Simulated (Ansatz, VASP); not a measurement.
## One calculation of C, two programs

```
C
1.0
     2.46565    0.00000    0.00000
    -1.23283    2.13532    0.00000
     0.00000    0.00000   17.50007
C
4
Direct
  0.66667 0.33333 0.25714
  0.33333 0.66667 0.25714
  0.83333 0.33333 0.42743
  0.50000 0.66667 0.42743
```

Alike in both runs: task single point; functional PBE; dispersion D3(BJ); k mesh 15 × 15 × 1; occupations gaussian, width 0.1 eV; no spin polarisation.

|  | VASP | Ansatz |
| --- | --- | --- |
| version | VASP 6.6.1 | Ansatz 0.2.0 |
| potentials or method | VASP PAW PBE potentials, release 64 (C), cutoff 520 eV | scalar-relativistic, plane waves, PAW |
| valence electrons in the cell | 16 | 16 |

|  | VASP | Ansatz | Ansatz less VASP |
| --- | --- | --- | --- |
| gap on the k mesh at the Fermi level (eV) | 0.87 | 0.88 | +0.001 |
| least direct gap on the mesh (eV) | 0.91 | 0.92 | +0.001 |
| rms of the force components (eV/Å) | 0.150 | 0.150 | -0.0002 |

Atom by atom the forces differ by 0.000 eV/Å (rms over components). Ansatz's warnings: structure snapped to symmetry.
